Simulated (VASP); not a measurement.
A run of VASP 6.6.1 is set up as follows.

Contents of POSCAR:

```
SiGe
1.0
    4.0215089716      0.0000000000      0.0000000000
   -2.0107544858      3.4827289309      0.0000000000
    0.0000000000      0.0000000000      6.6472900592
Si Ge
2 2
Direct
    0.6666666667      0.3333333333      0.8744661518
    0.3333333333      0.6666666667      0.3744661518
    0.6666666667      0.3333333333      0.5005328482
    0.3333333333      0.6666666667      0.0005328482
```

The input INCAR.step1:

```
SYSTEM = SiGe
  PREC = Accurate
  ENCUT = 520
  ISMEAR = 0
  SIGMA = 0.05
  LREAL = .False.
  LASPH = .True.
  NELM = 60
  NBANDS = 26
  GGA = PE
  ALGO = Normal
  EDIFF = 1E-4
  LWAVE = .True.
  LCHARG = .False.
```

The input INCAR.step2:

```
SYSTEM = SiGe
  PREC = Accurate
  ENCUT = 520
  EDIFF = 1E-7
  ISMEAR = 0
  SIGMA = 0.05
  LREAL = .False.
  LASPH = .True.
  NELM = 60
  ALGO = Normal
  ISIF = 2
  LWAVE = .False.
  LCHARG = .False.
  METAGGA = R2SCAN
  LMIXTAU = .True.
  NBANDS = 26
  ISTART = 1
```

KPOINTS

```
regular mesh
0
Gamma
  12 12 4
  0 0 0
```

Potentials or basis: VASP PAW PBE potentials, release 64 (Si, Ge_d).

Command:

```sh
$ cat potpaw_PBE.64/Si/POTCAR potpaw_PBE.64/Ge_d/POTCAR > POTCAR
$ cp INCAR.step1 INCAR
$ mpirun -np 1 vasp_std > vasp.out
$ cp INCAR.step2 INCAR
$ mpirun -np 1 vasp_std > vasp.out
```

(1) Estimate the band gap on the k mesh.

(2) Predict the largest force.

(3) Estimate the pressure.

## Answers

(1) 0.52 eV, direct.

(2) 0.029 eV/Å.

(3) -6.2 GPa.

Caveat: the cell differs from its parent crystal (strain +0.030 along x and y, +0.030 along z); the PAW data sets were made with another functional, which shifts forces and pressure a little.
